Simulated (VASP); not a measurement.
# Ir (P6_3/mmc) in VASP: notebook

Runs on Ir. Level: PBEsol. Tasks: single point, relaxation of cell and atoms.

Everything below comes from runs of VASP 6.6.1. Logs are shortened: lines on timing, memory, paths and dates and some standing lists are left out, and cuts for length are marked.

## Step 1: The cell of the first run

It takes space group P6_3/mmc (No. 194, hexagonal). Conventional cell: a = 2.710 Å, b = 2.710 Å, c = 8.846 Å, α = 90.00°, β = 90.00°, γ = 120.00°. Within 3.6 Å of Ir (site symmetry -3m) lie 12 Ir at 2.71 Å. Ir (site symmetry -6m2) has 12 Ir at 2.71 Å within 3.6 Å.

This isn't the form of Ir at room conditions, which is fcc.

## Step 2: Single point, PBEsol

Input file INCAR:

```
SYSTEM = Ir
PREC     = Accurate       ! precision mode
ENCUT    = 520            ! plane-wave cutoff, eV
EDIFF    = 1E-7           ! SCF threshold, eV
ISMEAR   = 0              ! smearing method
SIGMA    = 0.1            ! smearing width, eV
LREAL    = .False.        ! projectors in reciprocal space
LASPH    = .True.         ! aspherical terms in the spheres
NELM     = 100            ! most SCF steps
ALGO     = Fast           ! electronic algorithm
ISIF     = 2              ! what is computed and relaxed
LWAVE    = .False.        ! write WAVECAR
LCHARG   = .False.        ! write CHGCAR
GGA      = PS             ! functional
NBANDS   = 26             ! bands
```

Input file KPOINTS:

```
Automatic mesh
0
Gamma
  12 12 4
  0 0 0
```

Input file POSCAR:

```
Ir
1.0
    2.7095476164      0.0000000000      0.0000000000
   -1.3547738082      2.3465370686      0.0000000000
    0.0000000000      0.0000000000      8.8461306326
Ir
4
Direct
    0.0000000000      0.0000000000      0.0000000000
    0.3333333333      0.6666666667      0.2500000000
    0.0000000000      0.0000000000      0.5000000000
    0.6666666667      0.3333333333      0.7500000000
```

Potentials or basis: VASP PAW PBE potentials, release 64 (Ir).

Run with:

```console
> cat potpaw_PBE.64/Ir/POTCAR > POTCAR
> mpirun -np 1 vasp_std > vasp.out
```

OUTCAR:

```text
SYSTEM = Ir
   PREC = Accurate
   ENCUT = 520
   EDIFF = 1E-7
   ISMEAR = 0
   LREAL = .False.
   LASPH = .True.
   NELM = 100
   ISIF = 2
   GGA = PS

 ion  position               nearest neighbor table
   1  0.000  0.000  0.000-   2 2.71   4 2.71   4 2.71   2 2.71   4 2.71   2 2.71
   2  0.333  0.667  0.250-   1 2.71   3 2.71   1 2.71   3 2.71   1 2.71   3 2.71
   3  0.000  0.000  0.500-   2 2.71   4 2.71   4 2.71   2 2.71   4 2.71   2 2.71
   4  0.667  0.333  0.750-   1 2.71   3 2.71   1 2.71   3 2.71   1 2.71   3 2.71

  LATTYP: Found a hexagonal cell.
 ALAT       =     2.7095476164
 C/A-ratio  =     3.2647998430

  Lattice vectors:

 A1 = (   2.7095476164,   0.0000000000,   0.0000000000)
 A2 = (  -1.3547738082,   2.3465370686,   0.0000000000)
 A3 = (   0.0000000000,   0.0000000000,   8.8461306326)

Analysis of symmetry for initial positions (statically):
=====================================================================
 Subroutine PRICEL returns:
 Original cell was already a primitive cell.

 Routine SETGRP: Setting up the symmetry group for a
 hexagonal supercell.

 Subroutine GETGRP returns: Found 24 space group operations
 (whereof 12 operations were pure point group operations)
 out of a pool of 24 trial point group operations.

The static configuration has the point symmetry D_3d.
 The point group associated with its full space group is D_6h.

Analysis of symmetry for dynamics (positions and initial velocities):
=====================================================================
 Subroutine PRICEL returns:
 Original cell was already a primitive cell.

 Routine SETGRP: Setting up the symmetry group for a
 hexagonal supercell.

 Subroutine GETGRP returns: Found 24 space group operations
 (whereof 12 operations were pure point group operations)
 out of a pool of 24 trial point group operations.

The dynamic configuration has the point symmetry D_3d.
 The point group associated with its full space group is D_6h.

 Subroutine INISYM returns: Found 24 space group operations
 (whereof 12 operations are pure point group operations),
 and found     1 'primitive' translations

----------------------------------------------------------------------------------------

                                     Primitive cell

  volume of cell :      56.2442

  direct lattice vectors                    reciprocal lattice vectors
     2.709547616  0.000000000  0.000000000     0.369065299  0.213079949  0.000000000
    -1.354773808  2.346537069  0.000000000     0.000000000  0.426159899  0.000000000
     0.000000000  0.000000000  8.846130633     0.000000000  0.000000000  0.113043775

  length of vectors
     2.709547616  2.709547616  8.846130633     0.426159899  0.426159899  0.113043775

  position of ions in fractional coordinates (direct lattice)
     0.000000000  0.000000000  0.000000000
     0.333333333  0.666666667  0.250000000
     0.000000000  0.000000000  0.500000000
     0.666666667  0.333333333  0.750000000

  ion indices of the primitive-cell ions
   primitive index   ion index
                 1           1
                 2           2
                 3           3
                 4           4

----------------------------------------------------------------------------------------

 KPOINTS: Automatic mesh

Automatic generation of k-mesh.
 Grid dimensions read from file:
 generate k-points for:   12   12    4

 Generating k-lattice:

  Cartesian coordinates                     Fractional coordinates (reciprocal lattice)
     0.030755442  0.017756662  0.000000000     0.083333333  0.000000000  0.000000000
     0.000000000  0.035513325  0.000000000     0.000000000  0.083333333  0.000000000
     0.000000000  0.000000000  0.028260944     0.000000000  0.000000000  0.250000000

  Length of vectors
     0.035513325  0.035513325  0.028260944

  Shift w.r.t. Gamma in fractional coordinates (k-lattice)
     0.000000000  0.000000000  0.000000000

 Subroutine IBZKPT returns following result:
 ===========================================

 Found     57 irreducible k-points:

 Following reciprocal coordinates:
            Coordinates               Weight
  0.000000  0.000000  0.000000      1.000000
  0.083333 -0.000000  0.000000      6.000000
  0.166667  0.000000  0.000000      6.000000
  0.250000 -0.000000  0.000000      6.000000
  0.333333 -0.000000  0.000000      6.000000
  0.416667 -0.000000  0.000000      6.000000
[... 16 lines left out ...]
  0.250000 -0.000000  0.250000     12.000000
  0.333333 -0.000000  0.250000     12.000000
 [... further k-points ...]
   k-points           NKPTS =     57   k-points in BZ     NKDIM =     57   number of bands    NBANDS=     26
   number of dos      NEDOS =    301   number of ions     NIONS =      4
   total plane-waves  NPLWV =  28000
   dimension x,y,z NGX =    20 NGY =   20 NGZ =   70
   dimension x,y,z NGXF=    40 NGYF=   40 NGZF=  140
   ions per type =               4
   NGX,Y,Z   is equivalent  to a cutoff of  12.27, 12.27, 13.16 a.u.
   NGXF,Y,Z  is equivalent  to a cutoff of  24.54, 24.54, 26.31 a.u.
 SYSTEM =  Ir
   PREC   = accura    normal or accurate (medium, high low for compatibility)
   ISTART =      0    job   : 0-new  1-cont  2-samecut
   ICHARG =      2    charge: 1-file 2-atom 10-const
   ISPIN  =      1    spin polarized calculation?
   LNONCOLLINEAR =      F non collinear calculations
   LSORBIT =      F    spin-orbit coupling
   LASPH  =      T    aspherical Exc in radial PAW
   ENCUT  =  520.0 eV  38.22 Ry    6.18 a.u.   5.04  5.04 16.45*2*pi/ulx,y,z
   NELM   =    100;   NELMIN=  2; NELMDL= -5     # of ELM steps
   EDIFF  = 0.1E-06   stopping-criterion for ELM
   LREAL  =      F    real-space projection
   EDIFFG = 0.1E-05   stopping-criterion for IOM
   NSW    =      0    number of steps for IOM
   IBRION =     -1    ionic relax: 0-MD 1-quasi-New 2-CG
   NFREE  =      0    steps in history (QN), initial steepest desc. (CG)
   ISIF   =      2    stress and relaxation
   ISYM   =      2    0-nonsym 1-usesym 2-fastsym
   POTIM  = 0.5000    time-step for ionic-motion
   TEBEG  =    0.0;   TEEND  =   0.0 temperature during run
   PSTRESS=    0.0 pullay stress
   NELECT =      36.0000    total number of electrons
   NUPDOWN=      -1.0000    fix difference up-down
   EMIN   =  10.00;   EMAX   =-10.00  energy-range for DOS
   EFERMI =   0.00;   METHOD = LEGACY
   ISMEAR =     0;   SIGMA  =   0.10  broadening in eV -4-tet -1-fermi 0-gaus
   EFERMI_NEDOS =   21; number of points for ismear=-14 and -15
   IALGO  =     68    algorithm
   IMIX   =      4    mixing-type and parameters
     AMIX     =   0.40;   BMIX     =  1.00
     AMIX_MAG =   1.60;   BMIX_MAG =  1.00
  volume/ion in A,a.u.               =      14.06        94.89
  Fermi-wavevector in a.u.,A,eV,Ry     =   1.410857  2.666134 27.082653  1.990519
  Thomas-Fermi vector in A             =   2.532768
   LORBIT       =      0    0 simple, 1 ext, 2 COOP (PROOUT), +10 PAW based schemes
   GGA     = PS    functional components
   LHFCALC =     F    Hartree Fock is set to
   AEXX    =    0.0000 exact exchange contribution
   IVDW    =     0    specifies the selected vdW correction
   LEPSILON=     F    determine dielectric tensor
   LRPA    =     F    only Hartree local field effects (RPA)
 non-spin polarized calculation
 RMM-DIIS sequential band-by-band and
 Gauss-broadening in eV      SIGMA  =   0.10
  energy-cutoff  :      520.00
  volume of cell :       56.24
 maximum number of plane-waves:      1533
   NGX = 11   NGY = 11   NGZ = 33

 number of electron      36.0000000 magnetization

 Free energy of the ion-electron system (eV)
  ---------------------------------------------------
  ext. energy  EPLUGINS =         0.00000000
  ---------------------------------------------------
  free energy    TOTEN  =       -39.16989245 eV

  energy without entropy =      -39.14954687  energy(sigma->0) =      -39.15971966

 E-fermi :  10.3210     XC(G=0): -14.1380

 val. band max:       10.3187325547   @ k =   0.3333  -0.0000   0.0000
 cond. band min:      10.3457065901   @ k =   0.2500  -0.0000   0.2500
 fundamental gap:      0.0269740354
 Fermi energy:        10.3210391286

 k-point     1 :       0.0000    0.0000    0.0000
  band No.  band energies     occupation
      1      -0.9044      2.00000
      2       1.3000      2.00000
      3       1.3500      2.00000
      4       2.1455      2.00000
      5       5.8895      2.00000
      6       5.9313      2.00000
[... 18 lines left out ...]
     25      17.5591      0.00000
     26      23.3209      0.00000

 k-point     2 :       0.0833   -0.0000    0.0000
  band No.  band energies     occupation
      1      -0.6295      2.00000
      2       1.5596      2.00000
      3       1.6088      2.00000
      4       2.3970      2.00000
      5       5.5533      2.00000
      6       5.7523      2.00000
[... 18 lines left out ...]
     25      17.4701      0.00000
     26      23.7320      0.00000

 k-point     3 :       0.1667    0.0000    0.0000
  band No.  band energies     occupation
      1       0.1426      2.00000
      2       2.2154      2.00000
      3       2.2618      2.00000
      4       3.0374      2.00000
      5       4.9909      2.00000
      6       5.3415      2.00000
[... 18 lines left out ...]
     25      17.2334      0.00000
     26      24.4758      0.00000

 k-point     4 :       0.2500   -0.0000    0.0000
  band No.  band energies     occupation
      1       1.2178      2.00000
      2       2.7732      2.00000
      3       2.8011      2.00000
      4       3.5559      2.00000
      5       4.6295      2.00000
      6       4.8597      2.00000
[... 18 lines left out ...]
     25      16.9867      0.00000
     26      23.2318      0.00000
[... 496 lines left out ...]
      1       0.2990      2.00000
      2       1.4434      2.00000
      3       2.8546      2.00000
      4       3.0631      2.00000
      5       5.1314      2.00000
      6       5.3568      2.00000
[... 18 lines left out ...]
     25      18.3651      0.00000
     26      22.7902      0.00000

 k-point    23 :       0.2500   -0.0000    0.2500
  band No.  band energies     occupation
      1       1.3325      2.00000
      2       2.1791      2.00000
      3       3.2970      2.00000
      4       3.6323      2.00000
      5       4.4610      2.00000
      6       4.9683      2.00000
[... 18 lines left out ...]
     25      18.5798      0.00000
     26      22.5456      0.00000

 k-point    24 :       0.3333   -0.0000    0.2500
  band No.  band energies     occupation
      1       2.1487      2.00000
      2       2.5774      2.00000
      3       3.0452      2.00000
      4       3.4786      2.00000
      5       3.9831      2.00000
      6       4.3675      2.00000
[... 18 lines left out ...]
     25      18.9164      0.00000
     26      20.7418      0.00000

 [... further k-points ...]

------------------------ aborting loop because EDIFF is reached ----------------------------------------

  FORCE on cell =-STRESS in cart. coord.  units (eV):
  Direction    XX          YY          ZZ          XY          YZ          ZX
  --------------------------------------------------------------------------------------
  -------------------------------------------------------------------------------------
  Total        0.4579153      0.4579153      0.4539996      0.0000000      0.0000000     -0.0000000
  in kB       13.0442234     13.0442234     12.9326801      0.0000000      0.0000000     -0.0000000
  external PRESSURE =      13.0070423 kB  Pullay stress =       0.0000000 kB

 VOLUME and BASIS-vectors are now :
 -----------------------------------------------------------------------------
  energy-cutoff  :      520.00
  volume of cell :       56.24
      direct lattice vectors                 reciprocal lattice vectors
     2.709547616  0.000000000  0.000000000     0.369065299  0.213079949  0.000000000
    -1.354773808  2.346537069  0.000000000     0.000000000  0.426159899  0.000000000
     0.000000000  0.000000000  8.846130633     0.000000000  0.000000000  0.113043775

 POSITION                                       TOTAL-FORCE (eV/Angst)
 -----------------------------------------------------------------------------------
      0.00000      0.00000      0.00000         0.000000      0.000000     -0.000000
     -0.00000      1.56436      2.21153         0.000000     -0.000000      0.000000
      0.00000      0.00000      4.42307         0.000000      0.000000     -0.000000
      1.35477      0.78218      6.63460        -0.000000      0.000000     -0.000000
 -----------------------------------------------------------------------------------
    total drift:                                0.000000     -0.000000      0.000000

  FREE ENERGIE OF THE ION-ELECTRON SYSTEM (eV)
  ---------------------------------------------------
  free  energy   TOTEN  =       -39.1698924518 eV

  energy  without entropy=      -39.1495468661  energy(sigma->0) =      -39.15971966
```

Wall time 50 s (1 thread of Intel Xeon 6975P-C (Granite Rapids), shared host); peak memory 0.2 GiB.

Results:

- Free energy: -39.1699 eV
- Pressure: 1.3 GPa
- Band gap on the k mesh: zero (bands 18 and 19 overlap by 2.56 eV)

Caveat: the PAW data sets were made with another functional, which shifts forces and pressure a little; spin-orbit coupling is left out, which moves the levels of the heavy elements.

## Step 3: Single point, PBEsol

Input file INCAR:

```
ALGO = Fast ; EDIFF = 1E-6
ENCUT = 520 ; GGA = PS
ISIF = 2 ; ISMEAR = 0
LASPH = T ; LCHARG = F
LREAL = F ; LWAVE = F
NBANDS = 26 ; NELM = 80
PREC = Accurate ; SIGMA = 0.1
```

Input file KPOINTS:

```
k-points
0
Gamma
  18 18 6
```

Input file POSCAR:

```
Ir
1.0
    2.7107424791      0.0000000000      0.0000000000
   -1.3553712396      2.3475718500      0.0000000000
    0.0000000000      0.0000000000      8.8474288060
Ir
4
Direct
    0.0000000000      0.0000000000      0.0000000000
    0.3333333333      0.6666666667      0.2500000000
    0.0000000000      0.0000000000      0.5000000000
    0.6666666667      0.3333333333      0.7500000000
```

Potentials or basis: VASP PAW PBE potentials, release 64 (Ir).

Run with:

```console
> cat potpaw_PBE.64/Ir/POTCAR > POTCAR
> mpirun -np 1 vasp_std > vasp.out
```

It took 86 s on 1 thread of Intel Xeon 6975P-C (Granite Rapids), shared host; peak memory 0.28 GiB.

It converged, with:

```yaml
Free_energy: -39.1482 eV
Pressure: 1.4 GPa
Band_gap_on_the_k_mesh: zero (bands 18 and 19 overlap by 2.58 eV)
```

Levels at points of the mesh, in eV from the Fermi level:
| k point | band 15 | band 16 | band 17 | band 18 | band 19 | band 20 | band 21 | band 22 |
| --- | --- | --- | --- | --- | --- | --- | --- | --- |
| (0.00, 0.00, 0.00) | -3.37 | -1.82 | -1.82 | -1.06 | -1.06 | -0.85 | -0.35 | -0.35 |
| (0.50, 0.00, 0.00) | 0.78 | 0.89 | 0.89 | 0.93 | 1.03 | 1.27 | 1.28 | 1.30 |
| (0.00, 0.00, 0.50) | -2.78 | -2.78 | -1.41 | -1.41 | -1.41 | -1.41 | 0.21 | 0.21 |
| (0.50, 0.00, 0.50) | -0.08 | -0.08 | 0.93 | 0.93 | 1.24 | 1.24 | 2.66 | 2.66 |

Caveat: the PAW data sets were made with another functional, which shifts forces and pressure a little; spin-orbit coupling is left out, which moves the levels of the heavy elements.

(Part 1 of 2 ends here.)
